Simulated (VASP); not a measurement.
The system is PrOs2C.

```
CELL_PARAMETERS angstrom
4.15144 0.00000 0.00000
-2.07572 3.59526 0.00000
0.00000 0.00000 4.99373
ATOMIC_POSITIONS crystal
Pr 0.00000 0.00000 0.00000
Os 0.33333 0.66667 0.50000
Os 0.66667 0.33333 0.50000
C 0.00000 0.00000 0.50000
```

The cell was built from a structure type or drawn by symmetry, and may not be a known phase.

| Property | Result |
| --- | --- |
| Program | VASP 6.6.1 |
| Task | relaxation of cell and atoms |
| Functional | PBE |
| Potentials or basis | VASP PAW PBE potentials, release 64 (Pr, Os, C) |
| Cutoff | 600 eV |
| k mesh | 12 × 12 × 10 |
| Occupations | gaussian, width 0.1 eV |
| Spin | no spin polarisation |

At the start: pressure -5.2 GPa; volume 18.63 Å³/atom.

Task: Where does the relaxation end?

Result: Over 11 steps the energy falls by 46.9 meV/atom and the volume is 17.68 Å³/atom (-5.1 %); space group P6/mmm (No. 191, to 0.1 Å) before and after.

The path:
```
step  energy change (eV)  largest force (eV/Å)  pressure (GPa)  volume (Å³)
   1              0.0000                0.0000           -5.20        74.53
   2             -0.1317                0.0000            7.19        68.09
   3             -0.1714                0.0000            2.78        70.05
   4             -0.1443                0.0000           -3.81        71.71
   5             -0.1875                0.0000            0.23        70.68
   6             -0.1876                0.0000           -0.06        70.69
   7             -0.1876                0.0000            0.22        70.64
   8             -0.1876                0.0000            0.13        70.67
   9             -0.1876                0.0000            0.18        70.67
  10             -0.1876                0.0000            0.14        70.68
  11             -0.1876                0.0000            0.02        70.71
```

Final structure:
```yaml
crystal:
  lattice:
    - [4.16495, 0.00000, 0.00000]
    - [-2.08248, 3.60695, 0.00000]
    - [0.00000, 0.00000, 4.70686]
  atoms:
    - { symbol: Pr, position: [0.00000, 0.00000, 0.00000] }
    - { symbol: Os, position: [0.33333, 0.66667, 0.50000] }
    - { symbol: Os, position: [0.66667, 0.33333, 0.50000] }
    - { symbol: C, position: [0.00000, 0.00000, 0.50000] }
```

Caveat: semilocal functionals describe open f shells poorly, which spoils levels, moments and volumes.
